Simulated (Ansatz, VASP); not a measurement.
**One calculation of AlN, two programs**

```
Al N
1.0
     3.28160    0.00000    0.00000
    -1.64080    2.84195    0.00000
     0.00000    0.00000    4.34700
Al N
2 2
Cartesian
  0.0000 1.8946 3.2603
  1.6408 0.9473 1.0868
  0.0000 1.8946 1.0868
  1.6408 0.9473 3.2603
```

Alike in both runs: task single point; functional PBEsol; k mesh 9 × 9 × 6; occupations gaussian, width 0.05 eV; no spin polarisation.

```csv
,VASP,Ansatz
version,VASP 6.6.1,Ansatz 0.2.0
potentials or method,"VASP PAW PBE potentials, release 64 (Al, N), cutoff 520 eV","scalar-relativistic, plane waves, PAW"
valence electrons in the cell,16,16
```

```csv
,VASP,Ansatz,Ansatz less VASP
gap on the k mesh at the Fermi level (eV),2.93,2.92,-0.013
least direct gap on the mesh (eV),2.93,2.92,-0.013
pressure (GPa),-5.2,-5.2,+0.01
"traceless stress, the component that is largest in VASP (GPa)",-4.84,-4.78,+0.061
```

VASP's potentials were made for PBE, not for PBEsol, and Ansatz warns of the same on its side.
